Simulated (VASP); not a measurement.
# B47N48 (a cell with a defect) in VASP: settings compared

Aim: see how the results for B47N48 (a cell with a defect) move with the level of theory and the settings. Levels: PBEsol, HSE06. Tasks: single point.

All numbers are computed with VASP 6.6.1; they aren't measurements. Logs are shortened: lines on timing, memory, paths and dates and some standing lists are left out, and cuts for length are marked.

### 1 The cell of the first run

The cell holds a defect, 95 atoms: a = 7.623 Å, b = 8.802 Å, c = 8.407 Å, α = 90.00°, β = 90.00°, γ = 90.00°.

### 2 Single point, PBEsol

INCAR

```
PREC = Accurate
ENCUT = 520
EDIFF = 1E-6
ISMEAR = -1
SIGMA = 0.05
LREAL = Auto
LASPH = T
NELM = 60
ALGO = Normal
ISIF = 2
LWAVE = F
LCHARG = T
GGA = PS
LELF = T
LVHAR = T
NBANDS = 244
NELECT = 384.0
ISYM = 0
```

KPOINTS

```
Automatic mesh
0
Gamma
  1 1 1
  0.25 0.25 0.25
```

POSCAR

```
B47N48
1.0
    7.6229900000      0.0000000000      0.0000000000
    0.0000000000      8.8022710000      0.0000000000
    0.0000000000      0.0000000000      8.4065820000
B N
47 48
Direct
    0.9999700000      0.1673600000      0.0002180000
    0.9999480000      0.1679100000      0.4982650000
    0.3331700000      0.1675460000      0.0013710000
    0.3336820000      0.1727150000      0.4972540000
    0.1671480000      0.4161060000      0.0014660000
    0.1726960000      0.4133850000      0.4972960000
    0.0000070000      0.6658450000      0.9996250000
    0.9999940000      0.6643070000      0.4983040000
    0.6667910000      0.1675390000      0.0013870000
    0.6663010000      0.1727260000      0.4972130000
    0.4999840000      0.4167810000      0.0043300000
    0.3340140000      0.6666150000      0.0011990000
    0.3388180000      0.6642430000      0.4972550000
    0.1667020000      0.9170210000      0.9995840000
    0.1658050000      0.9171420000      0.4987210000
    0.8328470000      0.4160960000      0.0014630000
    0.8273380000      0.4132810000      0.4972870000
    0.6660020000      0.6666210000      0.0012020000
    0.6613080000      0.6642120000      0.4972820000
    0.4999850000      0.9173520000      0.9998380000
    0.4999820000      0.9185190000      0.4982130000
    0.8332630000      0.9170220000      0.9995950000
    0.8341170000      0.9171540000      0.4987080000
    0.1667660000      0.0837120000      0.2511540000
    0.1675970000      0.0847080000      0.7488510000
    0.9998380000      0.3351500000      0.2522530000
    0.9999510000      0.3349280000      0.7487440000
    0.4998800000      0.0837650000      0.2506670000
    0.4999410000      0.0848060000      0.7482790000
    0.3328890000      0.3332710000      0.2573960000
    0.3390800000      0.3366410000      0.7483610000
    0.1672660000      0.5829890000      0.2506210000
    0.1680190000      0.5824730000      0.7480710000
    0.9999250000      0.8327280000      0.2497720000
    0.9999300000      0.8329710000      0.7487400000
    0.8330560000      0.0837180000      0.2511660000
    0.8322510000      0.0846970000      0.7488420000
    0.6668640000      0.3332570000      0.2574060000
    0.6608430000      0.3366100000      0.7483950000
    0.4999360000      0.5842030000      0.2570190000
    0.4999740000      0.5775260000      0.7480470000
    0.3327700000      0.8330380000      0.2508640000
    0.3336530000      0.8320920000      0.7485240000
    0.8326230000      0.5830310000      0.2506030000
    0.8319620000      0.5824880000      0.7480860000
    0.6670680000      0.8330650000      0.2508750000
    0.6662410000      0.8321130000      0.7485400000
    0.9999350000      0.1672130000      0.1871270000
    0.9999960000      0.1671450000      0.6869960000
    0.3333210000      0.1649900000      0.1866760000
    0.3335150000      0.1671150000      0.6871820000
    0.1656100000      0.4176970000      0.1867600000
    0.1673900000      0.4168510000      0.6873890000
    0.0000110000      0.6670420000      0.1865650000
    0.0000270000      0.6666080000      0.6864950000
    0.6665650000      0.1649780000      0.1866850000
    0.6664770000      0.1671020000      0.6871550000
    0.4999600000      0.4169650000      0.1893150000
    0.5000150000      0.4168890000      0.7027040000
    0.3316680000      0.6677040000      0.1865690000
    0.3336120000      0.6665950000      0.6869980000
    0.1660250000      0.9168210000      0.1864580000
    0.1663810000      0.9167830000      0.6870180000
    0.8342900000      0.4177270000      0.1867570000
    0.8326230000      0.4168290000      0.6874280000
    0.6683270000      0.6677100000      0.1865740000
    0.6664410000      0.6666230000      0.6870080000
    0.4999680000      0.9161750000      0.1868250000
    0.4999920000      0.9167580000      0.6865690000
    0.8339290000      0.9168170000      0.1864620000
    0.8335950000      0.9167950000      0.6870210000
    0.1640810000      0.0807260000      0.4372100000
    0.1662220000      0.0833320000      0.9370270000
    0.9997930000      0.3346270000      0.4381210000
    0.9999280000      0.3333250000      0.9372830000
    0.4998620000      0.0840100000      0.4362790000
    0.4999070000      0.0836540000      0.9368520000
    0.3188590000      0.3254580000      0.4312560000
    0.3316790000      0.3325780000      0.9411930000
    0.1672130000      0.5832650000      0.4361950000
    0.1667770000      0.5833810000      0.9367100000
    0.9999300000      0.8315670000      0.4366210000
    0.9999180000      0.8331750000      0.9365920000
    0.8357070000      0.0807230000      0.4372170000
    0.8335950000      0.0833170000      0.9370240000
    0.6809660000      0.3254250000      0.4312460000
    0.6681870000      0.3325290000      0.9412230000
    0.5000090000      0.6002940000      0.4309010000
    0.4999390000      0.5853380000      0.9410280000
    0.3308390000      0.8368520000      0.4370050000
    0.3331610000      0.8339450000      0.9367810000
    0.8327400000      0.5833460000      0.4361900000
    0.8331120000      0.5833850000      0.9367200000
    0.6689860000      0.8369430000      0.4369880000
    0.6666630000      0.8339550000      0.9367940000
```

Potentials or basis: VASP PAW PBE potentials, release 64 (B, N).

Command:

```sh
$ cat potpaw_PBE.64/B/POTCAR potpaw_PBE.64/N/POTCAR > POTCAR
$ mpirun -np 1 vasp_std > vasp.out
```

OUTCAR:

```text
PREC = Accurate
   ENCUT = 520
   EDIFF = 1E-6
   ISMEAR = -1
   LREAL = Auto
   LASPH = T
   NELM = 60
   ISIF = 2
   GGA = PS
   NELECT = 384.0
   ISYM = 0

 ion  position               nearest neighbor table
   1  1.000  0.167  0.000-  75 1.55  73 1.56  85 1.56  48 1.57
   2  1.000  0.168  0.498-  74 1.55  72 1.55  84 1.56  49 1.59
   3  0.333  0.168  0.001-  79 1.54  50 1.56  77 1.57  73 1.57
   4  0.334  0.173  0.497-  78 1.46  76 1.57  51 1.60  72 1.61
   5  0.167  0.416  0.001-  79 1.54  52 1.56  75 1.56  81 1.57
   6  0.173  0.413  0.497-  78 1.47  74 1.57  80 1.58  53 1.60
[... 75 lines left out ...]
  82  1.000  0.832  0.437-   8 1.56  23 1.56  15 1.56  34 1.57
  83  1.000  0.833  0.937-  22 1.56  14 1.56   7 1.57  35 1.58
  84  0.836  0.081  0.437-  23 1.53   2 1.56  36 1.56  10 1.61
  85  0.834  0.083  0.937-  22 1.56   1 1.56   9 1.57  37 1.58
  86  0.681  0.325  0.431-  10 1.46  17 1.47  38 1.47
  87  0.668  0.333  0.941-   9 1.54  16 1.54  11 1.57  39 1.62
  88  0.500  0.600  0.431-  13 1.46  19 1.46  40 1.47
  89  0.500  0.585  0.941-  12 1.54  18 1.54  11 1.58  41 1.62
  90  0.331  0.837  0.437-  15 1.53  21 1.56  42 1.57  13 1.60
  91  0.333  0.834  0.937-  14 1.56  20 1.56  12 1.57  43 1.58
  92  0.833  0.583  0.436-   8 1.55  44 1.56  19 1.57  17 1.58
  93  0.833  0.583  0.937-   7 1.56  18 1.57  16 1.57  45 1.59
  94  0.669  0.837  0.437-  23 1.53  21 1.56  46 1.57  19 1.60
  95  0.667  0.834  0.937-  22 1.56  20 1.56  18 1.57  47 1.58

IMPORTANT INFORMATION: All symmetrisations will be switched off!
NOSYMM: (Re-)initialisation of all symmetry stuff for point group C_1.

----------------------------------------------------------------------------------------

                                     Primitive cell

  volume of cell :     564.0785

  direct lattice vectors                    reciprocal lattice vectors
     7.622990000  0.000000000  0.000000000     0.131182121  0.000000000  0.000000000
     0.000000000  8.802271000  0.000000000     0.000000000  0.113607045  0.000000000
     0.000000000  0.000000000  8.406582000     0.000000000  0.000000000  0.118954410

  length of vectors
     7.622990000  8.802271000  8.406582000     0.131182121  0.113607045  0.118954410

  position of ions in fractional coordinates (direct lattice)
     0.999970000  0.167360000  0.000218000
     0.999948000  0.167910000  0.498265000
     0.333170000  0.167546000  0.001371000
     0.333682000  0.172715000  0.497254000
     0.167148000  0.416106000  0.001466000
     0.172696000  0.413385000  0.497296000
[... 87 lines left out ...]
     0.668986000  0.836943000  0.436988000
     0.666663000  0.833955000  0.936794000

  ion indices of the primitive-cell ions
   primitive index   ion index
                 1           1
                 2           2
                 3           3
                 4           4
                 5           5
                 6           6
[... 87 lines left out ...]
                94          94
                95          95

----------------------------------------------------------------------------------------

 KPOINTS: Automatic mesh

Automatic generation of k-mesh.
 Grid dimensions read from file:
 generate k-points for:    1    1    1

 Generating k-lattice:

  Cartesian coordinates                     Fractional coordinates (reciprocal lattice)
     0.131182121  0.000000000  0.000000000     1.000000000  0.000000000  0.000000000
     0.000000000  0.113607045  0.000000000     0.000000000  1.000000000  0.000000000
     0.000000000  0.000000000  0.118954410     0.000000000  0.000000000  1.000000000

  Length of vectors
     0.131182121  0.113607045  0.118954410

  Shift w.r.t. Gamma in fractional coordinates (k-lattice)
     0.250000000  0.250000000  0.250000000

 Subroutine IBZKPT returns following result:
 ===========================================

 Found      4 irreducible k-points:

 Following reciprocal coordinates:
            Coordinates               Weight
  0.250000  0.250000  0.250000      2.000000
  0.250000 -0.250000 -0.250000      2.000000
 -0.250000 -0.250000  0.250000      2.000000
 -0.250000  0.250000 -0.250000      2.000000
   k-points           NKPTS =      4   k-points in BZ     NKDIM =      4   number of bands    NBANDS=    244
   number of dos      NEDOS =    301   number of ions     NIONS =     95
   total plane-waves  NPLWV = 268800
   dimension x,y,z NGX =    60 NGY =   70 NGZ =   64
   dimension x,y,z NGXF=   120 NGYF=  140 NGZF=  128
   ions per type =              47  48
   NGX,Y,Z   is equivalent  to a cutoff of  13.09, 13.22, 12.66 a.u.
   NGXF,Y,Z  is equivalent  to a cutoff of  26.17, 26.44, 25.31 a.u.
 SYSTEM =  unknown system
   PREC   = accura    normal or accurate (medium, high low for compatibility)
   ISTART =      0    job   : 0-new  1-cont  2-samecut
   ICHARG =      2    charge: 1-file 2-atom 10-const
   ISPIN  =      1    spin polarized calculation?
   LNONCOLLINEAR =      F non collinear calculations
   LSORBIT =      F    spin-orbit coupling
   LASPH  =      T    aspherical Exc in radial PAW
   ENCUT  =  520.0 eV  38.22 Ry    6.18 a.u.  14.17 16.37 15.63*2*pi/ulx,y,z
   NELM   =     60;   NELMIN=  2; NELMDL= -5     # of ELM steps
   EDIFF  = 0.1E-05   stopping-criterion for ELM
   LREAL  =      T    real-space projection
   EDIFFG = 0.1E-04   stopping-criterion for IOM
   NSW    =      0    number of steps for IOM
   IBRION =     -1    ionic relax: 0-MD 1-quasi-New 2-CG
   NFREE  =      0    steps in history (QN), initial steepest desc. (CG)
   ISIF   =      2    stress and relaxation
   ISYM   =      0    0-nonsym 1-usesym 2-fastsym
   POTIM  = 0.5000    time-step for ionic-motion
   TEBEG  =    0.0;   TEEND  =   0.0 temperature during run
   PSTRESS=    0.0 pullay stress
   NELECT =     384.0000    total number of electrons
   NUPDOWN=      -1.0000    fix difference up-down
   EMIN   =  10.00;   EMAX   =-10.00  energy-range for DOS
   EFERMI =   0.00;   METHOD = LEGACY
   ISMEAR =    -1;   SIGMA  =   0.05  broadening in eV -4-tet -1-fermi 0-gaus
   EFERMI_NEDOS =   21; number of points for ismear=-14 and -15
   IALGO  =     38    algorithm
   IMIX   =      4    mixing-type and parameters
     AMIX     =   0.40;   BMIX     =  1.00
     AMIX_MAG =   1.60;   BMIX_MAG =  1.00
  volume/ion in A,a.u.               =       5.94        40.07
  Fermi-wavevector in a.u.,A,eV,Ry     =   1.440142  2.721474 28.218615  2.074010
  Thomas-Fermi vector in A             =   2.558919
   LORBIT       =      0    0 simple, 1 ext, 2 COOP (PROOUT), +10 PAW based schemes
   GGA     = PS    functional components
   LHFCALC =     F    Hartree Fock is set to
   AEXX    =    0.0000 exact exchange contribution
   IVDW    =     0    specifies the selected vdW correction
   LEPSILON=     F    determine dielectric tensor
   LRPA    =     F    only Hartree local field effects (RPA)
 non-spin polarized calculation
  energy-cutoff  :      520.00
  volume of cell :      564.08
 maximum number of plane-waves:     15183
 NGX is ok and might be reduce to    60
   NGX = 29   NGY = 33   NGZ = 31

 number of electron     383.9999977 magnetization

 Free energy of the ion-electron system (eV)
  ---------------------------------------------------
  ext. energy  EPLUGINS =         0.00000000
  ---------------------------------------------------
  free energy    TOTEN  =      -838.54068697 eV

  energy without entropy =     -838.54068697  energy(sigma->0) =     -838.54068697

 E-fermi :  10.3468     XC(G=0): -13.0138

 val. band max:        9.0623769095   @ k =   0.2500  -0.2500  -0.2500
 cond. band min:      13.2498731038   @ k =   0.2500   0.2500   0.2500
 fundamental gap:      4.1874961943
 Fermi energy:        10.3468421250

 k-point     1 :       0.2500    0.2500    0.2500
  band No.  band energies     occupation
      1     -12.9294      2.00000
      2     -12.2077      2.00000
      3     -12.1319      2.00000
      4     -11.9918      2.00000
      5     -11.3983      2.00000
      6     -11.3022      2.00000
[... 817 lines left out ...]
    203      14.5470      0.00000
    204      14.5921      0.00000
 [bands above 204 left out]

------------------------ aborting loop because EDIFF is reached ----------------------------------------

  FORCE on cell =-STRESS in cart. coord.  units (eV):
  Direction    XX          YY          ZZ          XY          YZ          ZX
  --------------------------------------------------------------------------------------
  -------------------------------------------------------------------------------------
  Total       43.8976896     44.9353617     42.4691355     -0.0836713      0.0601453      0.0014150
  in kB      124.6845686    127.6319150    120.6269825     -0.2376554      0.1708334      0.0040191
  external PRESSURE =     124.3144887 kB  Pullay stress =       0.0000000 kB

 VOLUME and BASIS-vectors are now :
 -----------------------------------------------------------------------------
  energy-cutoff  :      520.00
  volume of cell :      564.08
      direct lattice vectors                 reciprocal lattice vectors
     7.622990000  0.000000000  0.000000000     0.131182121  0.000000000  0.000000000
     0.000000000  8.802271000  0.000000000     0.000000000  0.113607045  0.000000000
     0.000000000  0.000000000  8.406582000     0.000000000  0.000000000  0.118954410

 POSITION                                       TOTAL-FORCE (eV/Angst)
 -----------------------------------------------------------------------------------
      7.62276      1.47315      0.00183        -0.010098      0.003130      0.000907
      7.62259      1.47799      4.18871        -0.007031      0.005285     -0.004553
      2.53975      1.47479      0.01153        -0.011297      0.003279     -0.001940
      2.54365      1.52028      4.18021        -0.003436     -0.006886      0.014357
      1.27417      3.66268      0.01232        -0.014547     -0.000030     -0.003168
      1.31646      3.63873      4.18056        -0.038288      0.013120      0.013152
[... 87 lines left out ...]
      5.09967      7.36700      3.67358         0.012283     -0.004589      0.001130
      5.08197      7.34070      7.87524         0.013855     -0.002537     -0.003252
 -----------------------------------------------------------------------------------
    total drift:                                0.001498      0.005762      0.014296

  FREE ENERGIE OF THE ION-ELECTRON SYSTEM (eV)
  ---------------------------------------------------
  free  energy   TOTEN  =      -838.5406869725 eV

  energy  without entropy=     -838.5406869725  energy(sigma->0) =     -838.54068697
```

Run time: 44 min. Hardware: 1 thread of AMD EPYC 7R13, shared host; peak memory 0.75 GiB.

Results:

| Property | Result |
| --- | --- |
| Free energy | -838.5407 eV |
| Largest force | 0.044 eV/Å |

Forces on the atoms (eV/Å):
```
B   -0.010  0.003  0.001
B   -0.007  0.005 -0.005
B   -0.011  0.003 -0.002
B   -0.003 -0.007  0.014
B   -0.015  0.000 -0.003
B   -0.038  0.013  0.013
B   -0.010 -0.004 -0.005
B   -0.001 -0.001  0.000
B   -0.010 -0.002 -0.002
B   -0.023 -0.020  0.020
B   -0.007  0.003 -0.009
B   -0.016  0.001 -0.002
B   -0.031 -0.013  0.009
B   -0.010 -0.003  0.003
B   -0.009 -0.007  0.009
B   -0.011  0.001 -0.002
B   -0.006  0.038  0.014
B   -0.009 -0.001 -0.002
B   -0.004 -0.002  0.001
B   -0.013 -0.004 -0.003
B   -0.013 -0.011 -0.003
B   -0.011 -0.004  0.002
B   -0.003 -0.008  0.011
B    0.006  0.008  0.003
B    0.011 -0.002  0.006
B    0.016 -0.008  0.004
B    0.008 -0.002  0.012
B    0.011  0.005  0.002
B    0.008  0.002  0.008
B    0.012  0.003 -0.016
B   -0.019 -0.013  0.013
B    0.008  0.009 -0.001
B    0.003  0.010  0.009
B    0.010  0.008  0.004
B    0.011  0.004  0.007
B    0.004  0.005  0.001
B    0.012  0.001  0.009
B    0.009  0.006 -0.018
B    0.034 -0.012  0.010
B    0.010 -0.003 -0.011
B    0.007  0.025  0.015
B    0.008 -0.007  0.009
B    0.003  0.004  0.009
B    0.007  0.005  0.004
B    0.002  0.004  0.008
B    0.008 -0.010  0.006
B    0.010  0.002  0.007
N   -0.004  0.004  0.002
N   -0.012 -0.003 -0.011
N   -0.005  0.005  0.003
N   -0.007  0.016 -0.023
N   -0.002  0.002  0.004
N    0.000 -0.008 -0.018
N   -0.010 -0.007  0.000
N   -0.010 -0.009 -0.005
N   -0.007  0.004  0.003
N   -0.014  0.018 -0.018
N   -0.008 -0.002  0.006
N   -0.011 -0.004  0.005
N   -0.009 -0.008 -0.001
N    0.002 -0.010 -0.018
N   -0.008 -0.001  0.002
N   -0.006  0.002 -0.002
N   -0.013 -0.001  0.001
N   -0.017 -0.003 -0.026
N   -0.009 -0.002 -0.004
N   -0.016 -0.016 -0.018
N   -0.009 -0.002  0.003
N   -0.009  0.003 -0.001
N   -0.008  0.002  0.002
N   -0.011 -0.001 -0.004
N    0.021 -0.005 -0.001
N    0.012 -0.002 -0.002
N    0.044  0.001  0.001
N    0.012 -0.001 -0.004
N    0.018  0.023  0.002
N    0.012  0.003 -0.002
N   -0.004 -0.026  0.001
N    0.013 -0.006 -0.012
N    0.017  0.004  0.003
N    0.012  0.001 -0.003
N    0.006  0.002 -0.003
N    0.011  0.000 -0.002
N    0.002 -0.005 -0.002
N    0.010  0.001 -0.001
N    0.015 -0.006  0.008
N    0.006  0.007 -0.016
N    0.007  0.019  0.011
N    0.014  0.000 -0.016
N    0.012  0.016 -0.005
N    0.013 -0.001 -0.001
N   -0.010 -0.022  0.006
N    0.008  0.001 -0.004
N    0.012 -0.005  0.001
N    0.014 -0.003 -0.003
```

Levels at points of the mesh, in eV from the Fermi level:
```
           k point  band 189  band 190  band 191  band 192  band 193  band 194  band 195  band 196
(0.25, 0.25, 0.25)     -3.39     -1.75     -1.63     -1.28      2.90      2.93      3.44      3.67
```

Caveat: the cell carries a net charge on a neutralising background, which shifts energy and pressure; the cell is charged against a uniform background, so pressure and absolute levels hang on convention; the PAW data sets were made with another functional, which shifts forces and pressure a little.

[end of part 1 of 2]
